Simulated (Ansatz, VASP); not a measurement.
## CuAu in VASP and in Ansatz

```
Au Cu
1.0
     1.46205    0.84411    4.31218
    -1.46205    0.84411    4.31218
     0.00000   -1.68823    4.31218
Au Cu
1 1
Cartesian
  0.0000 0.0000 0.0000
  0.0000 0.0000 6.4683
```

Alike in both runs: task single point; functional r2SCAN; k mesh 11 × 11 × 11; occupations fermi-dirac, width 0.05 eV; no spin polarisation.

```csv
,VASP,Ansatz
version,VASP 6.6.1,Ansatz 0.2.0
potentials or method,"VASP PAW PBE potentials, release 64 (Au, Cu)",Ansatz PAW
plane-wave cutoff (eV),520,500
valence electrons in the cell,22,38
```

```tsv
	VASP	Ansatz	Ansatz less VASP
gap on the k mesh at the Fermi level (eV)	none	none	-
pressure (GPa)	-9.0	-9.1	-0.14
traceless stress, the component that is largest in VASP (GPa)	-0.12	-0.22	-0.093
```

VASP's potentials were made for PBE, not for r2SCAN. A gap of «none» marks a metal or a gap that the smearing closes. VASP's potentials hold 22 valence electrons a cell and Ansatz's 38, so a difference there can come from the potentials and not from the codes.

Spin-orbit coupling is off throughout.
